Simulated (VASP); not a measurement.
**AlNi: single point with PBE**

Crystal: AlNi.

```
CELL_PARAMETERS angstrom
2.36397 -1.36536 -0.05440
2.36397 1.36536 -0.05440
-1.48554 0.00000 3.93904
ATOMIC_POSITIONS crystal
Al 0.00000 0.00000 0.00000
Ni 0.50996 0.50996 0.50996
```

This cell differs from its parent crystal: all Ni atoms moved -0.050 Å, as atom 2 towards its neighbour atom 1 (Al) at 2.509 Å.

| Property | Result |
| --- | --- |
| Program | VASP 6.6.1 |
| Task | single point |
| Functional | PBE |
| Potentials or basis | VASP PAW PBE potentials, release 64 (Al, Ni) |
| Cutoff | 520 eV |
| k mesh | 24 × 24 × 26 |
| Occupations | gaussian, width 0.15 eV |
| Spin | no spin polarisation |

- Pressure: 0.1 GPa
- Largest force: 0.319 eV/Å
- Band gap on the k mesh: zero (an odd number of electrons rules out a gap without spin polarisation)

Forces on the atoms (eV/Å):
```
Al   0.086  0.000  0.307
Ni  -0.086  0.000 -0.307
```

Stress tensor (GPa, compression positive):
```
 0.17  0.00  0.14
 0.00 -0.01  0.00
 0.14  0.00  0.07
```

Levels at points of the mesh, in eV from the Fermi level:
| k point | band 5 | band 6 | band 7 | band 8 | band 9 | band 10 |
| --- | --- | --- | --- | --- | --- | --- |
| (0.00, 0.00, 0.00) | -1.65 | -1.29 | -1.29 | 2.66 | 14.32 | 14.33 |
| (0.50, 0.00, 0.00) | -1.63 | -0.44 | 0.39 | 2.66 | 5.44 | 8.06 |
| (0.50, 0.50, 0.00) | -1.53 | -0.44 | -0.22 | 1.08 | 3.98 | 7.84 |
| (0.00, 0.00, 0.50) | -1.66 | -1.23 | -1.23 | 9.61 | 13.20 | 13.20 |
| (0.50, 0.00, 0.50) | -1.53 | -0.44 | -0.22 | 1.08 | 3.98 | 7.84 |
| (0.50, 0.50, 0.50) | -1.63 | -0.44 | 0.39 | 2.65 | 5.44 | 8.06 |

Wall time 8.6 min on 1 thread of Intel(R) Xeon(R) 6975P-C (Granite Rapids), with other jobs on the host, peak memory 1.4 GiB.

Caveat: the cell differs from its parent crystal (all Ni atoms moved -0.050 Å, as atom 2 towards its neighbour atom 1 (Al) at 2.509 Å). Spin polarisation is off, so any magnetic state and its effect on volume and gap are missing.
